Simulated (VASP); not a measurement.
# V (Fm-3m) in VASP: notebook, part 2 of 2

VASP 6.6.1. Earlier steps stand in the parts before.

**4. Single point, revPBE+D3(BJ)+U, collinear spin, ferromagnetic start**

This run uses another cell than the first one, of 12.80 Å³/atom, 1.043 times its volume.

The input, INCAR:

```
ALGO = Normal
EDIFF = 1E-7
ENCUT = 520
GGA = RE
ISIF = 2
ISMEAR = 1
ISPIN = 2
IVDW = 12
LASPH = True
LCHARG = False
LDAU = True
LDAUJ = 0
LDAUL = 2
LDAUPRINT = 1
LDAUTYPE = 2
LDAUU = 7
LMAXMIX = 4
LORBIT = 11
LREAL = False
LWAVE = False
MAGMOM = -1.16
NBANDS = 16
NELM = 150
PREC = Accurate
SIGMA = 0.1
```

The input, KPOINTS:

```
k-points
0
Gamma
  12 12 12
```

The input, POSCAR:

```
V
1.0
    0.0000000000      1.8568421410      1.8568421410
    1.8568421410      0.0000000000      1.8568421410
    1.8568421410      1.8568421410      0.0000000000
V
1
Direct
    0.0000000000      0.0000000000      0.0000000000
```

Potentials or basis: VASP PAW PBE potentials, release 64 (V_sv).

On the command line:

```sh
cat potpaw_PBE.64/V_sv/POTCAR > POTCAR
mpirun -np 1 vasp_std > vasp.out
```

OUTCAR:

```text
EDIFF = 1E-7
   ENCUT = 520
   GGA = RE
   ISIF = 2
   ISMEAR = 1
   ISPIN = 2
   IVDW = 12
   LASPH = True
   LORBIT = 11
   LREAL = False
   NELM = 150
   PREC = Accurate
 IVDW          = 12

 ion  position               nearest neighbor table
   1  0.000  0.000  0.000-

  LATTYP: Found a face centered cubic cell.
 ALAT       =     3.7136842820

  Lattice vectors:

 A1 = (   0.0000000000,   1.8568421410,   1.8568421410)
 A2 = (   1.8568421410,   0.0000000000,   1.8568421410)
 A3 = (   1.8568421410,   1.8568421410,   0.0000000000)

Analysis of symmetry for initial positions (statically):
=====================================================================
 Subroutine PRICEL returns:
 Original cell was already a primitive cell.

 Routine SETGRP: Setting up the symmetry group for a
 face centered cubic supercell.

 Subroutine GETGRP returns: Found 48 space group operations
 (whereof 48 operations were pure point group operations)
 out of a pool of 48 trial point group operations.

The static configuration has the point symmetry O_h .

Analysis of symmetry for dynamics (positions and initial velocities):
=====================================================================
 Subroutine PRICEL returns:
 Original cell was already a primitive cell.

 Routine SETGRP: Setting up the symmetry group for a
 face centered cubic supercell.

 Subroutine GETGRP returns: Found 48 space group operations
 (whereof 48 operations were pure point group operations)
 out of a pool of 48 trial point group operations.

The dynamic configuration has the point symmetry O_h .

Analysis of structural, dynamic, and magnetic symmetry:
=====================================================================
 Subroutine PRICEL returns:
 Original cell was already a primitive cell.

 Routine SETGRP: Setting up the symmetry group for a
 face centered cubic supercell.

 Subroutine GETGRP returns: Found 48 space group operations
 (whereof 48 operations were pure point group operations)
 out of a pool of 48 trial point group operations.

The overall configuration has the point symmetry O_h .

 Subroutine INISYM returns: Found 48 space group operations
 (whereof 48 operations are pure point group operations),
 and found     1 'primitive' translations

----------------------------------------------------------------------------------------

                                     Primitive cell

  volume of cell :      12.8043

  direct lattice vectors                    reciprocal lattice vectors
     0.000000000  1.856842141  1.856842141    -0.269274371  0.269274371  0.269274371
     1.856842141  0.000000000  1.856842141     0.269274371 -0.269274371  0.269274371
     1.856842141  1.856842141  0.000000000     0.269274371  0.269274371 -0.269274371
[... 104 lines left out ...]
  Fermi-wavevector in a.u.,A,eV,Ry     =   1.645398  3.109351 36.835523  2.707335
  Thomas-Fermi vector in A             =   2.735202
   LORBIT       =     11    0 simple, 1 ext, 2 COOP (PROOUT), +10 PAW based schemes
 LDA+U is selected, type is set to LDAUTYPE =  2
   angular momentum for each species LDAUL =     2
   U (eV)           for each species LDAUU =   7.0
   J (eV)           for each species LDAUJ =   0.0
   GGA     = RE    functional components
   LHFCALC =     F    Hartree Fock is set to
   AEXX    =    0.0000 exact exchange contribution
   IVDW    =    12    specifies the selected vdW correction
   LEPSILON=     F    determine dielectric tensor
   LRPA    =     F    only Hartree local field effects (RPA)
 spin polarized calculation
 Methfessel and Paxton  Order N= 1 SIGMA  =   0.10
  energy-cutoff  :      520.00
  volume of cell :       12.80
 maximum number of plane-waves:       360
   NGX =  9   NGY =  9   NGZ =  9

 number of electron      12.9999998 magnetization      -0.0027325

atom =   1  type =  1  l = 2

 onsite density matrix

spin component  1

  0.3595 -0.0000 -0.0000 -0.0000 -0.0000
 -0.0000  0.3595  0.0000  0.0000 -0.0000
 -0.0000  0.0000  0.1893 -0.0000  0.0000
 -0.0000  0.0000 -0.0000  0.3595  0.0000
 -0.0000 -0.0000  0.0000  0.0000  0.1893

spin component  2

  0.3595 -0.0000 -0.0000 -0.0000 -0.0000
 -0.0000  0.3595  0.0000  0.0000 -0.0000
 -0.0000  0.0000  0.1893 -0.0000  0.0000
 -0.0000  0.0000 -0.0000  0.3595  0.0000
 -0.0000 -0.0000  0.0000  0.0000  0.1893

 occupancies and eigenvectors

  o =  0.1893  v =  0.0000  0.0000  0.0000  0.0000  0.0000  0.0000 -0.0000 -0.9999  0.0000  0.0159      0.0000  0.0000  0.0000  0.0000  0.0000  0.0000  0.0000  0.0000  0.0000  0.0000
  o =  0.1893  v =  0.0000  0.0000  0.0000  0.0000  0.0000  0.0000 -0.0000  0.0159 -0.0000  0.9999      0.0000  0.0000  0.0000  0.0000  0.0000  0.0000  0.0000  0.0000  0.0000  0.0000
  o =  0.1893  v =  0.0000  0.0000  0.0026  0.0000 -1.0000  0.0000  0.0000  0.0000  0.0000  0.0000      0.0000  0.0000  0.0000  0.0000  0.0000  0.0000  0.0000  0.0000  0.0000  0.0000
  o =  0.1893  v =  0.0000  0.0000  1.0000 -0.0000  0.0026  0.0000  0.0000  0.0000  0.0000  0.0000      0.0000  0.0000  0.0000  0.0000  0.0000  0.0000  0.0000  0.0000  0.0000  0.0000
  o =  0.3595  v =  0.0000  0.0000  0.0000  0.0000  0.0000  1.0000  0.0000  0.0000  0.0000  0.0000      0.0000  0.0000  0.0000  0.0000  0.0000  0.0000  0.0000  0.0000  0.0000  0.0000
  o =  0.3595  v =  0.0000  0.0000  0.0000  0.0000  0.0000  0.0000  0.0081 -0.0000  1.0000 -0.0000      0.0000  0.0000  0.0000  0.0000  0.0000  0.0000  0.0000  0.0000  0.0000  0.0000
  o =  0.3595  v =  0.0000  0.0000  0.0000  0.0000  0.0000  0.0000 -1.0000  0.0000  0.0081  0.0000      0.0000  0.0000  0.0000  0.0000  0.0000  0.0000  0.0000  0.0000  0.0000  0.0000
  o =  0.3595  v =  0.0000 -0.0389  0.0000  0.9992  0.0000  0.0000  0.0000  0.0000  0.0000  0.0000      0.0000  0.0000  0.0000  0.0000  0.0000  0.0000  0.0000  0.0000  0.0000  0.0000
  o =  0.3595  v =  0.0000  0.9992 -0.0000  0.0389  0.0000  0.0000  0.0000  0.0000  0.0000  0.0000      0.0000  0.0000  0.0000  0.0000  0.0000  0.0000  0.0000  0.0000  0.0000  0.0000
  o =  0.3595  v =  1.0000  0.0000  0.0000  0.0000  0.0000  0.0000  0.0000  0.0000  0.0000  0.0000      0.0000  0.0000  0.0000  0.0000  0.0000  0.0000  0.0000  0.0000  0.0000  0.0000

 number of electron      12.9999998 magnetization       0.0001691

 Free energy of the ion-electron system (eV)
  ---------------------------------------------------
  ext. energy  EPLUGINS =         0.00000000
  ---------------------------------------------------
  free energy    TOTEN  =        -1.06207923 eV

  energy without entropy =       -1.06184836  energy(sigma->0) =       -1.06200227

 E-fermi :  11.5011     XC(G=0): -13.1723

 val. band max:       11.4880807097   @ k =   0.5000   0.3333   0.0833
 cond. band min:      11.5088434552   @ k =  -0.1667   0.2500   0.0833
 fundamental gap:      0.0207627455
 Fermi energy:        11.5010558477

 spin component 1

 k-point     1 :       0.0000    0.0000    0.0000
  band No.  band energies     occupation
      1     -53.9486      1.00000
      2     -27.0949      1.00000
      3     -27.0949      1.00000
      4     -27.0949      1.00000
      5       3.7196      1.00000
      6      11.4407      0.92179
[... 895 lines left out ...]
      5       8.3257      1.00000
      6      10.7179      1.00000
[... 8 lines left out ...]
     15      40.1862      0.00000
     16      40.6238      0.00000

 [... further k-points ...]

------------------------ aborting loop because EDIFF is reached ----------------------------------------

 Edisp (eV)   -1.34364

 E8    (eV) :    -0.9701

  FORCE on cell =-STRESS in cart. coord.  units (eV):
  Direction    XX          YY          ZZ          XY          YZ          ZX
  --------------------------------------------------------------------------------------
  -------------------------------------------------------------------------------------
  Total       2.30813     2.30813     2.30813    -0.00000    -0.00000    -0.00000
  in kB     288.81265   288.81265   288.81265    -0.00000    -0.00000    -0.00000
  external pressure =      288.81 kB  Pullay stress =        0.00 kB

 VOLUME and BASIS-vectors are now :
 -----------------------------------------------------------------------------
  energy-cutoff  :      520.00
  volume of cell :       12.80
      direct lattice vectors                 reciprocal lattice vectors
     0.000000000  1.856842141  1.856842141    -0.269274371  0.269274371  0.269274371
     1.856842141  0.000000000  1.856842141     0.269274371 -0.269274371  0.269274371
     1.856842141  1.856842141  0.000000000     0.269274371  0.269274371 -0.269274371

 POSITION                                       TOTAL-FORCE (eV/Angst)
 -----------------------------------------------------------------------------------
      0.00000      0.00000      0.00000        -0.000000     -0.000000      0.000000
 -----------------------------------------------------------------------------------
    total drift:                                0.000000      0.000000      0.000000

  FREE ENERGIE OF THE ION-ELECTRON SYSTEM (eV)
  ---------------------------------------------------
  free  energy   TOTEN  =        -2.4057142821 eV

  energy  without entropy=       -2.4054834180  energy(sigma->0) =       -2.40563733

 total charge

# of ion       s       p       d       tot
------------------------------------------
    1        2.390   6.335   2.886  11.611

 magnetization (x)

# of ion       s       p       d       tot
------------------------------------------
    1        0.000   0.000   0.000   0.000
```

Wall time 68 s (1 thread of Intel Xeon 6975P-C (Granite Rapids), shared host); peak memory 0.16 GiB.

What came out:

| Quantity | Value |
| --- | --- |
| Free energy | -2.4057 eV |
| Pressure | 28.9 GPa |
| Net moment | 0.00 μB per cell |
| Valence electrons inside the program's atomic spheres | V 11.61 |
| Dispersion energy per atom | -1.344 eV |

Eigenvalues of the final occupation matrices:
| site | spin | trace | eigenvalues |
| --- | --- | --- | --- |
| site 1 d | 1 | 1.46 | 0.19 0.19 0.36 0.36 0.36 |
| site 1 d | 2 | 1.46 | 0.19 0.19 0.36 0.36 0.36 |

Caveat: three body term missing; the PAW data sets were made with another functional, which shifts forces and pressure a little; pairwise dispersion overbinds metals, which lowers pressure and volume; the U is typed as a test and isn't derived for this compound.

**5. Single point, revPBE+D3(BJ)+U, collinear spin, ferromagnetic start**

This run uses another cell than the first one, of 13.07 Å³/atom, 1.064 times its volume.

The input, INCAR:

```
PREC = Accurate
ENCUT = 520
EDIFF = 1E-6
ISMEAR = 1
SIGMA = 0.1
LREAL = False
LASPH = True
NELM = 150
ALGO = Normal
ISIF = 2
LWAVE = False
LCHARG = False
ISPIN = 2
MAGMOM = -1.16
LORBIT = 11
LMAXMIX = 4
LDAU = True
LDAUTYPE = 2
LDAUL = 2
LDAUU = 7
LDAUJ = 0
LDAUPRINT = 1
GGA = RE
IVDW = 12
NBANDS = 16
```

The input, KPOINTS:

```
regular mesh
0
Gamma
  12 12 12
```

The input, POSCAR:

```
V
1.0
    0.0000000000      1.8693887523      1.8693887523
    1.8693887523      0.0000000000      1.8693887523
    1.8693887523      1.8693887523      0.0000000000
V
1
Direct
    0.0000000000      0.0000000000      0.0000000000
```

On the command line:

```sh
cat potpaw_PBE.64/V_sv/POTCAR > POTCAR
mpirun -np 1 vasp_std > vasp.out
```

Wall time 46 s (1 thread of Intel Xeon 6975P-C (Granite Rapids), shared host); peak memory 0.15 GiB.

Results (log left out):

| Quantity | Value |
| --- | --- |
| Free energy | -2.4483 eV |
| Pressure | 23.1 GPa |
| Net moment | -0.01 μB per cell |
| Valence electrons inside the program's atomic spheres | V 11.57 |
| Dispersion energy per atom | -1.316 eV |

Levels at points of the mesh, in eV from the Fermi level:
Spin up:
```
           k point  band 4  band 5  band 6  band 7  band 8  band 9
(0.00, 0.00, 0.00)  -38.67   -7.74   -0.06   -0.06   -0.06    3.00
(0.50, 0.00, 0.00)  -38.79   -3.86    0.17    0.38    0.38    3.61
(0.50, 0.50, 0.00)  -39.00   -3.19   -3.03    2.90    3.36    3.36
```
Spin down:
```tsv
k point	band 4	band 5	band 6	band 7	band 8	band 9
(0.00, 0.00, 0.00)	-38.67	-7.74	-0.07	-0.07	-0.07	2.97
(0.50, 0.00, 0.00)	-38.80	-3.86	0.17	0.37	0.37	3.59
(0.50, 0.50, 0.00)	-39.01	-3.21	-3.04	2.90	3.35	3.35
```

Eigenvalues of the final occupation matrices:
```csv
site,spin,trace,eigenvalues
site 1 d,1,1.44,0.18 0.18 0.36 0.36 0.36
site 1 d,2,1.45,0.19 0.19 0.36 0.36 0.36
```

Caveat: three body term missing; the PAW data sets were made with another functional, which shifts forces and pressure a little; pairwise dispersion overbinds metals, which lowers pressure and volume; the U is typed as a test and isn't derived for this compound.

**6. Single point, revPBE+D3(BJ)+U, collinear spin, ferromagnetic start**

This run uses another cell than the first one, of 13.33 Å³/atom, 1.085 times its volume.

The input, INCAR:

```
SYSTEM = V
PREC     = Accurate       ! precision mode
ENCUT    = 520            ! plane-wave cutoff, eV
EDIFF    = 1E-7           ! SCF threshold, eV
ISMEAR   = 1              ! smearing method
SIGMA    = 0.1            ! smearing width, eV
LREAL    = .False.        ! projectors in reciprocal space
LASPH    = .True.         ! aspherical terms in the spheres
NELM     = 150            ! most SCF steps
ALGO     = Normal         ! electronic algorithm
ISIF     = 2              ! what is computed and relaxed
LWAVE    = .False.        ! write WAVECAR
LCHARG   = .True.         ! write CHGCAR
ISPIN    = 2              ! spin polarisation
MAGMOM   = -1.16          ! initial moments
LORBIT   = 11             ! projections on sites
LMAXMIX  = 4              ! l up to which the mixer works
LDAU     = .True.         ! DFT+U
LDAUTYPE = 2            
LDAUL    = 2              ! shell
LDAUU    = 7              ! U, eV
LDAUJ    = 0            
LDAUPRINT= 1            
GGA      = RE             ! functional
IVDW     = 12             ! dispersion correction
LELF     = .True.         ! ELF
LVHAR    = .True.       
NBANDS   = 16             ! bands
```

The input, KPOINTS:

```
Automatic mesh
0
Gamma
  12 12 12
  0 0 0
```

The input, POSCAR:

```
V
1.0
    0.0000000000      1.8817691711      1.8817691711
    1.8817691711      0.0000000000      1.8817691711
    1.8817691711      1.8817691711      0.0000000000
V
1
Direct
    0.0000000000      0.0000000000      0.0000000000
```

Potentials or basis: VASP PAW PBE potentials, release 64 (V_sv).

On the command line:

```sh
cat potpaw_PBE.64/V_sv/POTCAR > POTCAR
mpirun -np 1 vasp_std > vasp.out
```

It took 30 s on 1 thread of Intel Xeon 6975P-C (Granite Rapids), shared host; peak memory 0.15 GiB.

It converged, with:

| Item | Value |
| --- | --- |
| Free energy | -3.6437 eV |
| Pressure | 67.2 GPa |
| Band gap on the k mesh | 0.53 eV, direct |
| Net moment | -3.00 μB per cell |
| Site moments | V -2.73 μB |
| Valence electrons inside the program's atomic spheres | V 11.76 |
| Dispersion energy per atom | -1.289 eV |

Levels at points of the mesh, in eV from the valence-band top:
Spin up:
```
           k point  band 2  band 3  band 4  band 5  band 6  band 7  band 8  band 9  band 10
(0.00, 0.00, 0.00)  -35.48  -35.48  -35.48   -6.70    5.07    5.07    5.07    5.82     5.82
(0.50, 0.00, 0.00)  -36.48  -35.60  -35.60   -0.63    0.97    3.84    3.84    8.20     8.20
(0.50, 0.50, 0.00)  -36.40  -35.82  -35.82   -1.69    1.47    4.19    7.14    9.06     9.06
```
Spin down:
```
           k point  band 5  band 6  band 7  band 8  band 9  band 10  band 11  band 12
(0.00, 0.00, 0.00)   -8.27   -3.46   -3.46   -3.46    3.86     3.86    16.13    22.20
(0.50, 0.00, 0.00)   -6.46   -2.13   -2.13   -0.30    3.50     3.50     7.08    15.61
(0.50, 0.50, 0.00)   -6.33   -2.99   -0.02   -0.02    2.20     5.24    12.84    12.84
```

Eigenvalues of the final occupation matrices:
```csv
site,spin,trace,eigenvalues
site 1 d,1,0.26,0.02 0.02 0.02 0.11 0.11
site 1 d,2,2.92,0.17 0.17 0.86 0.86 0.86
```

Caveat: three body term missing; the PAW data sets were made with another functional, which shifts forces and pressure a little; the U is typed as a test and isn't derived for this compound.

**7. The runs side by side**

| cell | gap on the mesh (eV) | pressure (GPa) | moment (μB) |
| --- | --- | --- | --- |
| a = 2.590 Å, angles 60.0°, 1 atom | none | 41.4 | 0.00 |
| a = 2.608 Å, angles 60.0°, 1 atom | none | 34.9 | 0.00 |
| a = 2.626 Å, angles 60.0°, 1 atom | none | 28.9 | 0.00 |
| a = 2.644 Å, angles 60.0°, 1 atom | none | 23.1 | 0.01 |
| a = 2.661 Å, angles 60.0°, 1 atom | 0.53 | 67.2 | 3.00 |

Alike in all rows: task single point; level revPBE+D3(BJ)+U; potentials or basis VASP PAW PBE potentials, release 64 (V_sv); spin collinear, ferromagnetic start; V d U = 7.0 eV; k mesh 12 × 12 × 12; cutoff (eV) 520; smearing methfessel-paxton 0.1 eV.

Caveats: three body term missing; the PAW data sets were made with another functional, which shifts forces and pressure a little; the U is typed as a test and isn't derived for this compound; pairwise dispersion overbinds metals, which lowers pressure and volume (some runs).

Total energies depend on the potentials used, so only differences within one code and one set of settings carry meaning.
